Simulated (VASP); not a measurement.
# Ru (P6_3/mmc) in VASP: notebook

Ru is run at these levels: PBEsol; tasks: single point, relaxation of volume and atoms at fixed shape.

Everything below comes from runs of VASP 6.6.1. Logs are shortened: lines on timing, memory, paths and dates and some standing lists are left out, and cuts for length are marked.

### 1 The cell of the first run

It takes space group P6_3/mmc (No. 194, hexagonal). The conventional cell has a = 2.690 Å, b = 2.690 Å, c = 4.257 Å, α = 90.00°, β = 90.00°, γ = 120.00°. Ru (site symmetry -6m2) has 12 Ru at 2.63 to 2.69 Å within 3.5 Å.

### 2 Single point, PBEsol

Input file INCAR:

```
PREC = Accurate ; ENCUT = 500
EDIFF = 1E-6 ; ISMEAR = -1
SIGMA = 0.05 ; LREAL = F
LASPH = T ; NELM = 120
ALGO = Normal ; ISIF = 2
LWAVE = F ; LCHARG = F
GGA = PS ; NBANDS = 21
GGA_COMPAT = F
```

Input file KPOINTS:

```
regular mesh
0
Gamma
  7 7 4
```

Input file POSCAR:

```
Ru
1.0
    2.6901731683      0.0000000000      0.0000000000
   -1.3450865842      2.3297583043      0.0000000000
    0.0000000000      0.0000000000      4.2571702834
Ru
2
Direct
    0.3333333333      0.6666666667      0.2500000000
    0.6666666667      0.3333333333      0.7500000000
```

Potentials or basis: VASP PAW PBE potentials, release 64 (Ru_pv).

Command:

```sh
> cat potpaw_PBE.64/Ru_pv/POTCAR > POTCAR
> mpirun -np 1 vasp_std > vasp.out
```

OUTCAR:

```text
PREC = Accurate
   ENCUT = 500
   EDIFF = 1E-6
   ISMEAR = -1
   LREAL = F
   LASPH = T
   NELM = 120
   ISIF = 2
   GGA = PS

 ion  position               nearest neighbor table
   1  0.333  0.667  0.250-   2 2.63   2 2.63   2 2.63   2 2.63   2 2.63   2 2.63
   2  0.667  0.333  0.750-   1 2.63   1 2.63   1 2.63   1 2.63   1 2.63   1 2.63

  LATTYP: Found a hexagonal cell.
 ALAT       =     2.6901731683
 C/A-ratio  =     1.5824893109

  Lattice vectors:

 A1 = (   2.6901731683,   0.0000000000,   0.0000000000)
 A2 = (  -1.3450865842,   2.3297583043,   0.0000000000)
 A3 = (   0.0000000000,   0.0000000000,   4.2571702834)

Analysis of symmetry for initial positions (statically):
=====================================================================
 Subroutine PRICEL returns:
 Original cell was already a primitive cell.

 Routine SETGRP: Setting up the symmetry group for a
 hexagonal supercell.

 Subroutine GETGRP returns: Found 24 space group operations
 (whereof 12 operations were pure point group operations)
 out of a pool of 24 trial point group operations.

The static configuration has the point symmetry D_3d.
 The point group associated with its full space group is D_6h.

Analysis of symmetry for dynamics (positions and initial velocities):
=====================================================================
 Subroutine PRICEL returns:
 Original cell was already a primitive cell.

 Routine SETGRP: Setting up the symmetry group for a
 hexagonal supercell.

 Subroutine GETGRP returns: Found 24 space group operations
 (whereof 12 operations were pure point group operations)
 out of a pool of 24 trial point group operations.

The dynamic configuration has the point symmetry D_3d.
 The point group associated with its full space group is D_6h.

 Subroutine INISYM returns: Found 24 space group operations
 (whereof 12 operations are pure point group operations),
 and found     1 'primitive' translations

----------------------------------------------------------------------------------------

                                     Primitive cell

  volume of cell :      26.6816

  direct lattice vectors                    reciprocal lattice vectors
     2.690173168  0.000000000  0.000000000     0.371723282  0.214614537  0.000000000
    -1.345086584  2.329758304  0.000000000     0.000000000  0.429229074  0.000000000
     0.000000000  0.000000000  4.257170283     0.000000000  0.000000000  0.234897816

  length of vectors
     2.690173168  2.690173168  4.257170283     0.429229074  0.429229074  0.234897816

  position of ions in fractional coordinates (direct lattice)
     0.333333333  0.666666667  0.250000000
     0.666666667  0.333333333  0.750000000

  ion indices of the primitive-cell ions
   primitive index   ion index
                 1           1
                 2           2

----------------------------------------------------------------------------------------

 KPOINTS: regular mesh

Automatic generation of k-mesh.
 Grid dimensions read from file:
 generate k-points for:    7    7    4

 Generating k-lattice:

  Cartesian coordinates                     Fractional coordinates (reciprocal lattice)
     0.053103326  0.030659220  0.000000000     0.142857143 -0.000000000  0.000000000
     0.000000000  0.061318439  0.000000000     0.000000000  0.142857143  0.000000000
     0.000000000  0.000000000  0.058724454     0.000000000  0.000000000  0.250000000

  Length of vectors
     0.061318439  0.061318439  0.058724454

  Shift w.r.t. Gamma in fractional coordinates (k-lattice)
     0.000000000  0.000000000  0.000000000

 Subroutine IBZKPT returns following result:
 ===========================================

 Found     24 irreducible k-points:

 Following reciprocal coordinates:
            Coordinates               Weight
  0.000000  0.000000  0.000000      1.000000
  0.142857  0.000000  0.000000      6.000000
  0.285714  0.000000  0.000000      6.000000
  0.428571  0.000000  0.000000      6.000000
  0.142857  0.142857  0.000000      6.000000
  0.285714  0.142857  0.000000     12.000000
[... 16 lines left out ...]
  0.428571  0.142857  0.500000      6.000000
  0.285714  0.285714  0.500000      6.000000
   k-points           NKPTS =     24   k-points in BZ     NKDIM =     24   number of bands    NBANDS=     21
   number of dos      NEDOS =    301   number of ions     NIONS =      2
   total plane-waves  NPLWV =  12800
   dimension x,y,z NGX =    20 NGY =   20 NGZ =   32
   dimension x,y,z NGXF=    40 NGYF=   40 NGZF=   64
   ions per type =               2
   NGX,Y,Z   is equivalent  to a cutoff of  12.36, 12.36, 12.50 a.u.
   NGXF,Y,Z  is equivalent  to a cutoff of  24.72, 24.72, 24.99 a.u.
 SYSTEM =  unknown system
   PREC   = accura    normal or accurate (medium, high low for compatibility)
   ISTART =      0    job   : 0-new  1-cont  2-samecut
   ICHARG =      2    charge: 1-file 2-atom 10-const
   ISPIN  =      1    spin polarized calculation?
   LNONCOLLINEAR =      F non collinear calculations
   LSORBIT =      F    spin-orbit coupling
   LASPH  =      T    aspherical Exc in radial PAW
   ENCUT  =  500.0 eV  36.75 Ry    6.06 a.u.   4.90  4.90  7.76*2*pi/ulx,y,z
   NELM   =    120;   NELMIN=  2; NELMDL= -5     # of ELM steps
   EDIFF  = 0.1E-05   stopping-criterion for ELM
   LREAL  =      F    real-space projection
   EDIFFG = 0.1E-04   stopping-criterion for IOM
   NSW    =      0    number of steps for IOM
   IBRION =     -1    ionic relax: 0-MD 1-quasi-New 2-CG
   NFREE  =      0    steps in history (QN), initial steepest desc. (CG)
   ISIF   =      2    stress and relaxation
   ISYM   =      2    0-nonsym 1-usesym 2-fastsym
   POTIM  = 0.5000    time-step for ionic-motion
   TEBEG  =    0.0;   TEEND  =   0.0 temperature during run
   PSTRESS=    0.0 pullay stress
   NELECT =      28.0000    total number of electrons
   NUPDOWN=      -1.0000    fix difference up-down
   EMIN   =  10.00;   EMAX   =-10.00  energy-range for DOS
   EFERMI =   0.00;   METHOD = LEGACY
   ISMEAR =    -1;   SIGMA  =   0.05  broadening in eV -4-tet -1-fermi 0-gaus
   EFERMI_NEDOS =   21; number of points for ismear=-14 and -15
   IALGO  =     38    algorithm
   IMIX   =      4    mixing-type and parameters
     AMIX     =   0.40;   BMIX     =  1.00
     AMIX_MAG =   1.60;   BMIX_MAG =  1.00
  volume/ion in A,a.u.               =      13.34        90.03
  Fermi-wavevector in a.u.,A,eV,Ry     =   1.663630  3.143805 37.656375  2.767665
  Thomas-Fermi vector in A             =   2.750314
   LORBIT       =      0    0 simple, 1 ext, 2 COOP (PROOUT), +10 PAW based schemes
   GGA     = PS    functional components
   LHFCALC =     F    Hartree Fock is set to
   AEXX    =    0.0000 exact exchange contribution
   IVDW    =     0    specifies the selected vdW correction
   LEPSILON=     F    determine dielectric tensor
   LRPA    =     F    only Hartree local field effects (RPA)
 non-spin polarized calculation
  energy-cutoff  :      500.00
  volume of cell :       26.68
 maximum number of plane-waves:       691
 NGX is ok and might be reduce to    20
   NGX =  9   NGY =  9   NGZ = 15

 number of electron      27.9999998 magnetization

 Free energy of the ion-electron system (eV)
  ---------------------------------------------------
  ext. energy  EPLUGINS =         0.00000000
  ---------------------------------------------------
  free energy    TOTEN  =       -20.28348774 eV

  energy without entropy =      -20.25543883  energy(sigma->0) =      -20.26946329

 E-fermi :  13.0528     XC(G=0): -14.3854

 val. band max:       13.0456589258   @ k =   0.2857   0.1429   0.0000
 cond. band min:      13.0868208589   @ k =   0.1429   0.1429   0.0000
 fundamental gap:      0.0411619330
 Fermi energy:        13.0527958816

 k-point     1 :       0.0000    0.0000    0.0000
  band No.  band energies     occupation
      1     -30.6512      2.00000
      2     -29.6031      2.00000
      3     -29.6031      2.00000
      4     -29.4313      2.00000
      5     -29.4220      2.00000
      6     -29.4220      2.00000
[... 13 lines left out ...]
     20      23.3413      0.00000
     21      23.5902      0.00000

 k-point     2 :       0.1429    0.0000    0.0000
  band No.  band energies     occupation
      1     -30.5788      2.00000
      2     -29.7540      2.00000
      3     -29.6531      2.00000
      4     -29.5776      2.00000
      5     -29.4657      2.00000
      6     -29.4432      2.00000
[... 13 lines left out ...]
     20      23.3413      0.00000
     21      23.4975      0.00000

 k-point     3 :       0.2857    0.0000    0.0000
  band No.  band energies     occupation
      1     -30.3907      2.00000
      2     -30.0928      2.00000
      3     -29.9100      2.00000
      4     -29.7586      2.00000
      5     -29.5682      2.00000
      6     -29.4963      2.00000
[... 13 lines left out ...]
     20      23.3407      0.00000
     21      23.3783      0.00000

 k-point     4 :       0.4286    0.0000    0.0000
  band No.  band energies     occupation
      1     -30.3631      2.00000
      2     -30.1807      2.00000
      3     -30.1616      2.00000
      4     -29.8387      2.00000
      5     -29.7088      2.00000
      6     -29.5419      2.00000
[... 13 lines left out ...]
     20      23.3397      0.00000
     21      23.9782      0.00000

 k-point     5 :       0.1429    0.1429    0.0000
  band No.  band energies     occupation
      1     -30.4478      2.00000
      2     -29.9419      2.00000
      3     -29.8910      2.00000
      4     -29.6794      2.00000
      5     -29.5349      2.00000
      6     -29.5192      2.00000
[... 13 lines left out ...]
     20      23.3410      0.00000
     21      23.4106      0.00000
[... 382 lines left out ...]
     20      23.3404      0.00000
     21      28.8497      0.00000

 k-point    22 :       0.2857    0.1429    0.5000
  band No.  band energies     occupation
      1     -30.3716      2.00000
      2     -30.3716      2.00000
      3     -29.8197      2.00000
      4     -29.8197      2.00000
      5     -29.6415      2.00000
      6     -29.6415      2.00000
[... 13 lines left out ...]
     20      23.3390      0.00000
     21      26.4362      0.00000

 k-point    23 :       0.4286    0.1429    0.5000
  band No.  band energies     occupation
      1     -30.4601      2.00000
      2     -30.4601      2.00000
      3     -29.8699      2.00000
      4     -29.8699      2.00000
      5     -29.6432      2.00000
      6     -29.6432      2.00000
[... 13 lines left out ...]
     20      23.3249      0.00000
     21      23.9338      0.00000

 k-point    24 :       0.2857    0.2857    0.5000
  band No.  band energies     occupation
      1     -30.3821      2.00000
      2     -30.3821      2.00000
      3     -30.0068      2.00000
      4     -30.0068      2.00000
      5     -29.6244      2.00000
      6     -29.6244      2.00000
[... 13 lines left out ...]
     20      23.3353      0.00000
     21      25.1673      0.00000

------------------------ aborting loop because EDIFF is reached ----------------------------------------

  FORCE on cell =-STRESS in cart. coord.  units (eV):
  Direction    XX          YY          ZZ          XY          YZ          ZX
  --------------------------------------------------------------------------------------
  -------------------------------------------------------------------------------------
  Total        0.3500610      0.3500610     -0.7761551     -0.0000000      0.0000000      0.0000000
  in kB       21.0204612     21.0204612    -46.6065540     -0.0000000      0.0000000      0.0000000
  external PRESSURE =      -1.5218772 kB  Pullay stress =       0.0000000 kB

 VOLUME and BASIS-vectors are now :
 -----------------------------------------------------------------------------
  energy-cutoff  :      500.00
  volume of cell :       26.68
      direct lattice vectors                 reciprocal lattice vectors
     2.690173168  0.000000000  0.000000000     0.371723282  0.214614537  0.000000000
    -1.345086584  2.329758304  0.000000000     0.000000000  0.429229074  0.000000000
     0.000000000  0.000000000  4.257170283     0.000000000  0.000000000  0.234897816

 POSITION                                       TOTAL-FORCE (eV/Angst)
 -----------------------------------------------------------------------------------
     -0.00000      1.55317      1.06429         0.000000     -0.000000      0.000000
      1.34509      0.77659      3.19288        -0.000000      0.000000      0.000000
 -----------------------------------------------------------------------------------
    total drift:                               -0.000000      0.000000     -0.000000

  FREE ENERGIE OF THE ION-ELECTRON SYSTEM (eV)
  ---------------------------------------------------
  free  energy   TOTEN  =       -20.2834877391 eV

  energy  without entropy=      -20.2554388330  energy(sigma->0) =      -20.26946329
```

Run time: 15 s. Hardware: 1 thread of Intel Xeon 8259CL, shared host; peak memory 0.14 GiB.

Results:

| Quantity | Value |
| --- | --- |
| Free energy | -20.2835 eV |
| Pressure | -0.2 GPa |
| Band gap on the k mesh | zero (band 14 reaches 14.40 eV, above the bottom of band 15 at 11.60 eV) |

Levels at points of the mesh, in eV from the Fermi level:
```tsv
k point	band 12	band 13	band 14	band 15	band 16	band 17
(0.00, 0.00, 0.00)	-1.96	-1.96	-1.45	-1.45	1.20	1.20
(0.00, 0.00, 0.50)	-2.84	-2.83	-2.83	0.56	0.56	0.56
```

Caveat: the k points lie up to 0.39 Å⁻¹ apart; the PAW data sets were made with another functional, which shifts forces and pressure a little.

### 3 Relaxation of volume and atoms at fixed shape, PBEsol

This run uses another cell than the first one, of 13.57 Å³/atom, 1.018 times its volume.

Input file INCAR:

```
  ALGO = Normal
  EDIFF = 1E-7
  EDIFFG = -0.02
  ENCUT = 500
  GGA = PS
  GGA_COMPAT = False
  IBRION = 2
  ISIF = 8
  ISMEAR = -1
  LASPH = True
  LCHARG = False
  LREAL = False
  LWAVE = False
  NELM = 120
  NELMIN = 4
  NSW = 60
  PREC = Accurate
  SIGMA = 0.05
```

Input file KPOINTS:

```
k-points
0
Gamma
  7 7 4
```

Input file POSCAR:

```
Ru
1.0
    2.7058000000      0.0000000000      0.0000000000
   -1.3529000000      2.3432920000      0.0000000000
    0.0000000000      0.0000000000      4.2819000000
Ru
2
Direct
    0.3333333333      0.6666666667      0.2500000000
    0.6666666667      0.3333333333      0.7500000000
```

Potentials or basis: VASP PAW PBE potentials, release 64 (Ru_pv).

Command:

```sh
> cat potpaw_PBE.64/Ru_pv/POTCAR > POTCAR
> mpirun -np 1 vasp_std > vasp.out
```

Wall time 49 s (1 thread of Intel Xeon 8259CL, shared host); peak memory 0.14 GiB.

The run converged. Its results:

| Item | Value |
| --- | --- |
| Free energy | -20.2838 eV |
| Relaxed volume | 13.35 Å³/atom |
| Relaxed cell | a = 2.690 Å, b = 2.690 Å, c = 4.258 Å, α = 90.00°, β = 90.00°, γ = 120.00° |
| Space group after relaxing (to 0.05 Å) | P6_3/mmc (No. 194) |
| Energy gained by relaxing | 4.3 meV/atom |
| Ionic steps | 3 |
| Pressure after relaxing | -0.1 GPa |
| Band gap on the k mesh | zero (band 14 reaches 14.39 eV, above the bottom of band 15 at 11.59 eV) |

Stress tensor (GPa, compression positive):
```
 2.13  0.00  0.00
 0.00  2.13  0.00
 0.00  0.00 -4.65
```

The path:
```tsv
step	energy change (eV)	largest force (eV/Å)	pressure (GPa)	volume (Å³)
1	0.0000	0.0000	-5.76	27.15
2	0.0799	0.0000	21.27	25.28
3	-0.0086	0.0000	-0.13	26.69
```

Final structure:
```cif
data_structure
_symmetry_space_group_name_H-M 'P 1'
_symmetry_Int_Tables_number 1
_cell_length_a 2.6905
_cell_length_b 2.6905
_cell_length_c 4.2577
_cell_angle_alpha 90.000
_cell_angle_beta 90.000
_cell_angle_gamma 120.000
_cell_volume 26.69
loop_
_atom_site_label
_atom_site_type_symbol
_atom_site_fract_x
_atom_site_fract_y
_atom_site_fract_z
_atom_site_occupancy
Ru1 Ru 0.33333 0.66667 0.25000 1
Ru2 Ru 0.66667 0.33333 0.75000 1
```

Levels at points of the mesh, in eV from the Fermi level:
```tsv
k point	band 10	band 11	band 12	band 13	band 14	band 15	band 16	band 17	band 18
(0.00, 0.00, 0.00)	-2.67	-2.52	-1.96	-1.96	-1.45	-1.45	1.20	1.20	1.21
(0.00, 0.00, 0.50)	-2.84	-2.84	-2.84	-2.83	-2.83	0.56	0.56	0.56	0.56
```

Caveat: the k points lie up to 0.39 Å⁻¹ apart in the final cell; the PAW data sets were made with another functional, which shifts forces and pressure a little.
